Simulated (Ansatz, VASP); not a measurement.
**One calculation of PtSe2, two programs**

```xyz
3
Lattice="3.7715 0.0000 0.0000 -1.8858 3.7562 0.0000 0.0000 0.0000 4.8219" Properties=species:S:1:pos:R:3 pbc="T T T"
Pt    0.0000    0.0000    0.0000
Se    0.0000    2.5041    1.2803
Se    1.8858    1.2521    3.5416
```

Change from the starting cell: normal strain along x +0.0000, normal strain along y +0.1500.

Alike in both runs: task single point; functional PBE; dispersion D3(BJ); k mesh 12 × 12 × 8; occupations gaussian, width 0.15 eV; no spin polarisation.

|  | VASP | Ansatz |
| --- | --- | --- |
| version | VASP 6.6.1 | Ansatz 0.2.0 |
| potentials or method | VASP PAW PBE potentials, release 64 (Pt, Se), cutoff 520 eV | scalar-relativistic, plane waves, PAW |
| valence electrons in the cell | 22 | 50 |

```csv
,VASP,Ansatz,Ansatz less VASP
gap on the k mesh at the Fermi level (eV),none,none,-
pressure (GPa),-12.6,-12.6,+0.03
"traceless stress, the component that is largest in VASP (GPa)",-8.20,-8.22,-0.017
rms of the force components (eV/Å),0.412,0.413,+0.0012
```

Atom by atom the forces differ by 0.001 eV/Å (rms over components). A gap of «none» marks a metal or a gap that the smearing closes. VASP's potentials hold 22 valence electrons a cell and Ansatz's 50, so a difference there can come from the potentials and not from the codes.

Spin-orbit coupling is off throughout.
